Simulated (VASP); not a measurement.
# MoS2 in VASP: a series of runs

MoS2 is run at these levels: PBEsol, PBE; tasks: single point.

All numbers are computed with VASP 6.6.1; they aren't measurements. Logs are shortened: lines on timing, memory, paths and dates and some standing lists are left out, and cuts for length are marked.

## 1. The cell of the first run

The cell holds a slab with vacuum, 6 atoms: a = 3.185 Å, b = 3.185 Å, c = 22.537 Å, α = 90.00°, β = 90.00°, γ = 120.00°.

## 2. Single point, PBEsol

Contents of INCAR:

```
ALGO = Normal ; EDIFF = 1E-6
ENCUT = 520 ; GGA = PS
ISIF = 2 ; ISMEAR = -1
LASPH = T ; LCHARG = T
LELF = T ; LREAL = F
LVHAR = T ; LWAVE = F
NBANDS = 35 ; NELM = 100
PREC = Accurate ; SIGMA = 0.05
```

Contents of KPOINTS:

```
k-points
0
Gamma
  8 8 1
```

Contents of POSCAR:

```
MoS2
1.0
    3.1845414560      0.0000000000      0.0000000000
   -1.5922707280      2.7578938003      0.0000000000
    0.0000000000      0.0000000000     22.5373561088
Mo S
2 4
Direct
    0.3333333333      0.6666666667      0.8511602300
    0.6666666667      0.3333333333      0.1488397700
    0.6666666667      0.3333333333      0.7796253900
    0.3333333333      0.6666666667      0.0772510000
    0.6666666667      0.3333333333      0.9227490000
    0.3333333333      0.6666666667      0.2203746100
```

Potentials or basis: VASP PAW PBE potentials, release 64 (Mo_sv, S).

Launch:

```sh
$ cat potpaw_PBE.64/Mo_sv/POTCAR potpaw_PBE.64/S/POTCAR > POTCAR
$ mpirun -np 1 vasp_std > vasp.out
```

OUTCAR:

```text
EDIFF = 1E-6
   ENCUT = 520
   GGA = PS
   ISIF = 2
   ISMEAR = -1
   LASPH = T
   LREAL = F
   NELM = 100
   PREC = Accurate

 ion  position               nearest neighbor table
   1  0.333  0.667  0.851-   3 2.45   3 2.45   3 2.45   5 2.45   5 2.45   5 2.45
   2  0.667  0.333  0.149-   6 2.45   6 2.45   6 2.45   4 2.45   4 2.45   4 2.45
   3  0.667  0.333  0.780-   1 2.45   1 2.45   1 2.45
   4  0.333  0.667  0.077-   2 2.45   2 2.45   2 2.45
   5  0.667  0.333  0.923-   1 2.45   1 2.45   1 2.45
   6  0.333  0.667  0.220-   2 2.45   2 2.45   2 2.45

  LATTYP: Found a hexagonal cell.
 ALAT       =     3.1845414560
 C/A-ratio  =     7.0771118606

  Lattice vectors:

 A1 = (   3.1845414560,   0.0000000000,   0.0000000000)
 A2 = (  -1.5922707280,   2.7578938003,   0.0000000000)
 A3 = (   0.0000000000,   0.0000000000,  22.5373561088)

Analysis of symmetry for initial positions (statically):
=====================================================================
 Subroutine PRICEL returns:
 Original cell was already a primitive cell.

 Routine SETGRP: Setting up the symmetry group for a
 hexagonal supercell.

 Subroutine GETGRP returns: Found 12 space group operations
 (whereof 12 operations were pure point group operations)
 out of a pool of 24 trial point group operations.

The static configuration has the point symmetry D_3d.

Analysis of symmetry for dynamics (positions and initial velocities):
=====================================================================
 Subroutine PRICEL returns:
 Original cell was already a primitive cell.

 Routine SETGRP: Setting up the symmetry group for a
 hexagonal supercell.

 Subroutine GETGRP returns: Found 12 space group operations
 (whereof 12 operations were pure point group operations)
 out of a pool of 24 trial point group operations.

The dynamic configuration has the point symmetry D_3d.

 Subroutine INISYM returns: Found 12 space group operations
 (whereof 12 operations are pure point group operations),
 and found     1 'primitive' translations

----------------------------------------------------------------------------------------

                                     Primitive cell

  volume of cell :     197.9372

  direct lattice vectors                    reciprocal lattice vectors
     3.184541456  0.000000000  0.000000000     0.314016952  0.181297771  0.000000000
    -1.592270728  2.757893800  0.000000000     0.000000000  0.362595543  0.000000000
     0.000000000  0.000000000 22.537356109     0.000000000  0.000000000  0.044370777

  length of vectors
     3.184541456  3.184541456 22.537356109     0.362595543  0.362595543  0.044370777

  position of ions in fractional coordinates (direct lattice)
     0.333333333  0.666666667  0.851160230
     0.666666667  0.333333333  0.148839770
     0.666666667  0.333333333  0.779625390
     0.333333333  0.666666667  0.077251000
     0.666666667  0.333333333  0.922749000
     0.333333333  0.666666667  0.220374610

  ion indices of the primitive-cell ions
   primitive index   ion index
                 1           1
                 2           2
                 3           3
                 4           4
                 5           5
                 6           6

----------------------------------------------------------------------------------------

 KPOINTS: k-points

Automatic generation of k-mesh.
 Grid dimensions read from file:
 generate k-points for:    8    8    1

 Generating k-lattice:

  Cartesian coordinates                     Fractional coordinates (reciprocal lattice)
     0.039252119  0.022662221  0.000000000     0.125000000 -0.000000000  0.000000000
     0.000000000  0.045324443  0.000000000     0.000000000  0.125000000  0.000000000
     0.000000000  0.000000000  0.044370777     0.000000000  0.000000000  1.000000000

  Length of vectors
     0.045324443  0.045324443  0.044370777

  Shift w.r.t. Gamma in fractional coordinates (k-lattice)
     0.000000000  0.000000000  0.000000000

 Subroutine IBZKPT returns following result:
 ===========================================

 Found     10 irreducible k-points:

 Following reciprocal coordinates:
            Coordinates               Weight
  0.000000  0.000000  0.000000      1.000000
  0.125000 -0.000000  0.000000      6.000000
  0.250000 -0.000000  0.000000      6.000000
  0.375000  0.000000  0.000000      6.000000
  0.500000 -0.000000  0.000000      3.000000
  0.125000  0.125000  0.000000      6.000000
  0.250000  0.125000  0.000000     12.000000
  0.375000  0.125000  0.000000     12.000000
  0.250000  0.250000  0.000000      6.000000
  0.375000  0.250000  0.000000      6.000000
   k-points           NKPTS =     10   k-points in BZ     NKDIM =     10   number of bands    NBANDS=     35
   number of dos      NEDOS =    301   number of ions     NIONS =      6
   total plane-waves  NPLWV =  96768
   dimension x,y,z NGX =    24 NGY =   24 NGZ =  168
   dimension x,y,z NGXF=    48 NGYF=   48 NGZF=  336
   ions per type =               2   4
   NGX,Y,Z   is equivalent  to a cutoff of  12.53, 12.53, 12.39 a.u.
   NGXF,Y,Z  is equivalent  to a cutoff of  25.06, 25.06, 24.78 a.u.
 SYSTEM =  unknown system
   PREC   = accura    normal or accurate (medium, high low for compatibility)
   ISTART =      0    job   : 0-new  1-cont  2-samecut
   ICHARG =      2    charge: 1-file 2-atom 10-const
   ISPIN  =      1    spin polarized calculation?
   LNONCOLLINEAR =      F non collinear calculations
   LSORBIT =      F    spin-orbit coupling
   LASPH  =      T    aspherical Exc in radial PAW
   ENCUT  =  520.0 eV  38.22 Ry    6.18 a.u.   5.92  5.92 41.90*2*pi/ulx,y,z
   NELM   =    100;   NELMIN=  2; NELMDL= -5     # of ELM steps
   EDIFF  = 0.1E-05   stopping-criterion for ELM
   LREAL  =      F    real-space projection
   EDIFFG = 0.1E-04   stopping-criterion for IOM
   NSW    =      0    number of steps for IOM
   IBRION =     -1    ionic relax: 0-MD 1-quasi-New 2-CG
   NFREE  =      0    steps in history (QN), initial steepest desc. (CG)
   ISIF   =      2    stress and relaxation
   ISYM   =      2    0-nonsym 1-usesym 2-fastsym
   POTIM  = 0.5000    time-step for ionic-motion
   TEBEG  =    0.0;   TEEND  =   0.0 temperature during run
   PSTRESS=    0.0 pullay stress
   NELECT =      52.0000    total number of electrons
   NUPDOWN=      -1.0000    fix difference up-down
   EMIN   =  10.00;   EMAX   =-10.00  energy-range for DOS
   EFERMI =   0.00;   METHOD = LEGACY
   ISMEAR =    -1;   SIGMA  =   0.05  broadening in eV -4-tet -1-fermi 0-gaus
   EFERMI_NEDOS =   21; number of points for ismear=-14 and -15
   IALGO  =     38    algorithm
   IMIX   =      4    mixing-type and parameters
     AMIX     =   0.40;   BMIX     =  1.00
     AMIX_MAG =   1.60;   BMIX_MAG =  1.00
  volume/ion in A,a.u.               =      32.99       222.62
  Fermi-wavevector in a.u.,A,eV,Ry     =   1.048496  1.981370 14.957483  1.099344
  Thomas-Fermi vector in A             =   2.183420
   LORBIT       =      0    0 simple, 1 ext, 2 COOP (PROOUT), +10 PAW based schemes
   GGA     = PS    functional components
   LHFCALC =     F    Hartree Fock is set to
   AEXX    =    0.0000 exact exchange contribution
   IVDW    =     0    specifies the selected vdW correction
   LEPSILON=     F    determine dielectric tensor
   LRPA    =     F    only Hartree local field effects (RPA)
 non-spin polarized calculation
  energy-cutoff  :      520.00
  volume of cell :      197.94
 maximum number of plane-waves:      5370
 NGX is ok and might be reduce to    24
   NGX = 11   NGY = 11   NGZ = 83

 number of electron      51.9999997 magnetization

 Free energy of the ion-electron system (eV)
  ---------------------------------------------------
  ext. energy  EPLUGINS =         0.00000000
  ---------------------------------------------------
  free energy    TOTEN  =       -46.66550949 eV

  energy without entropy =      -46.66550947  energy(sigma->0) =      -46.66550948

 E-fermi :   1.8017     XC(G=0):  -6.5244

 val. band max:        1.0400044946   @ k =   0.0000   0.0000   0.0000
 cond. band min:       2.6769533267   @ k =   0.2500   0.1250   0.0000
 fundamental gap:      1.6369488321
 Fermi energy:         1.8017293922

 k-point     1 :       0.0000    0.0000    0.0000
  band No.  band energies     occupation
      1     -59.8446      2.00000
      2     -59.8446      2.00000
      3     -34.0055      2.00000
      4     -34.0055      2.00000
      5     -33.7829      2.00000
      6     -33.7829      2.00000
[... 27 lines left out ...]
     34       3.8414      0.00000
     35       6.3509      0.00000

 k-point     2 :       0.1250   -0.0000    0.0000
  band No.  band energies     occupation
      1     -59.8393      2.00000
      2     -59.8393      2.00000
      3     -33.9951      2.00000
      4     -33.9951      2.00000
      5     -33.8369      2.00000
      6     -33.8369      2.00000
[... 27 lines left out ...]
     34       4.0343      0.00000
     35       6.7062      0.00000

 k-point     3 :       0.2500   -0.0000    0.0000
  band No.  band energies     occupation
      1     -59.8263      2.00000
      2     -59.8263      2.00000
      3     -33.9701      2.00000
      4     -33.9701      2.00000
      5     -33.9655      2.00000
      6     -33.9655      2.00000
[... 27 lines left out ...]
     34       4.6248      0.00000
     35       7.5504      0.00000

 k-point     4 :       0.3750    0.0000    0.0000
  band No.  band energies     occupation
      1     -59.8134      2.00000
      2     -59.8134      2.00000
      3     -34.0915      2.00000
      4     -34.0915      2.00000
      5     -33.9449      2.00000
      6     -33.9449      2.00000
[... 27 lines left out ...]
     34       4.9891      0.00000
     35       7.8222      0.00000

 k-point     5 :       0.5000   -0.0000    0.0000
  band No.  band energies     occupation
      1     -59.8080      2.00000
      2     -59.8080      2.00000
      3     -34.1430      2.00000
      4     -34.1430      2.00000
      5     -33.9344      2.00000
      6     -33.9344      2.00000
[... 27 lines left out ...]
     34       5.0933      0.00000
     35       6.9486      0.00000

 k-point     6 :       0.1250    0.1250    0.0000
  band No.  band energies     occupation
      1     -59.8301      2.00000
      2     -59.8301      2.00000
      3     -33.9774      2.00000
      4     -33.9774      2.00000
      5     -33.9222      2.00000
      6     -33.9222      2.00000
[... 27 lines left out ...]
     34       4.6253      0.00000
     35       7.3031      0.00000

 k-point     7 :       0.2500    0.1250    0.0000
  band No.  band energies     occupation
      1     -59.8172      2.00000
      2     -59.8172      2.00000
      3     -34.0363      2.00000
      4     -34.0363      2.00000
      5     -33.9523      2.00000
      6     -33.9523      2.00000
[... 27 lines left out ...]
     34       5.1243      0.00000
     35       8.3336      0.00000

 k-point     8 :       0.3750    0.1250    0.0000
  band No.  band energies     occupation
      1     -59.8080      2.00000
      2     -59.8080      2.00000
      3     -34.1151      2.00000
      4     -34.1151      2.00000
      5     -33.9345      2.00000
      6     -33.9345      2.00000
[... 27 lines left out ...]
     34       5.1719      0.00000
     35       7.4255      0.00000

 k-point     9 :       0.2500    0.2500    0.0000
  band No.  band energies     occupation
      1     -59.8080      2.00000
      2     -59.8080      2.00000
      3     -34.0765      2.00000
      4     -34.0765      2.00000
      5     -33.9358      2.00000
      6     -33.9358      2.00000
[... 27 lines left out ...]
     34       5.4704      0.00000
     35       8.2781      0.00000

 k-point    10 :       0.3750    0.2500    0.0000
  band No.  band energies     occupation
      1     -59.8042      2.00000
      2     -59.8042      2.00000
      3     -34.0805      2.00000
      4     -34.0805      2.00000
      5     -33.9776      2.00000
      6     -33.9776      2.00000
[... 27 lines left out ...]
     34       5.5944      0.00000
     35       7.6631      0.00000

------------------------ aborting loop because EDIFF is reached ----------------------------------------

  FORCE on cell =-STRESS in cart. coord.  units (eV):
  Direction    XX          YY          ZZ          XY          YZ          ZX
  --------------------------------------------------------------------------------------
  -------------------------------------------------------------------------------------
  Total       -5.0304678     -5.0304678     -7.9754981     -0.0000000      0.0000000      0.0000000
  in kB      -40.7184789    -40.7184789    -64.5566498     -0.0000000      0.0000000      0.0000000
  external PRESSURE =     -48.6645359 kB  Pullay stress =       0.0000000 kB

 VOLUME and BASIS-vectors are now :
 -----------------------------------------------------------------------------
  energy-cutoff  :      520.00
  volume of cell :      197.94
      direct lattice vectors                 reciprocal lattice vectors
     3.184541456  0.000000000  0.000000000     0.314016952  0.181297771  0.000000000
    -1.592270728  2.757893800  0.000000000     0.000000000  0.362595543  0.000000000
     0.000000000  0.000000000 22.537356109     0.000000000  0.000000000  0.044370777

 POSITION                                       TOTAL-FORCE (eV/Angst)
 -----------------------------------------------------------------------------------
     -0.00000      1.83860     19.18290         0.000000      0.000000      0.007207
      1.59227      0.91930      3.35445        -0.000000      0.000000     -0.007207
      1.59227      0.91930     17.57070        -0.000000     -0.000000      1.209010
     -0.00000      1.83860      1.74103         0.000000      0.000000      1.187029
      1.59227      0.91930     20.79632         0.000000     -0.000000     -1.187029
     -0.00000      1.83860      4.96666         0.000000      0.000000     -1.209010
 -----------------------------------------------------------------------------------
    total drift:                                0.000000     -0.000000      0.000000

  FREE ENERGIE OF THE ION-ELECTRON SYSTEM (eV)
  ---------------------------------------------------
  free  energy   TOTEN  =       -46.6655094866 eV

  energy  without entropy=      -46.6655094666  energy(sigma->0) =      -46.66550948
```

Run time: 2.7 min. Hardware: 1 thread of Intel Xeon 8259CL, shared host; peak memory 0.31 GiB.

Results:

| Property | Result |
| --- | --- |
| Free energy | -46.6655 eV |
| Largest force | 1.209 eV/Å |
| Band gap on the k mesh | 1.64 eV (least direct gap 1.99 eV) |

Forces on the atoms (eV/Å):
```
Mo   0.000  0.000  0.007
Mo   0.000  0.000 -0.007
S    0.000  0.000  1.209
S    0.000  0.000  1.187
S    0.000  0.000 -1.187
S    0.000  0.000 -1.209
```

Caveat: there is no dipole correction, which matters where the two faces differ; the PAW data sets were made with another functional, which shifts forces and pressure a little.

[end of part 1 of 2]
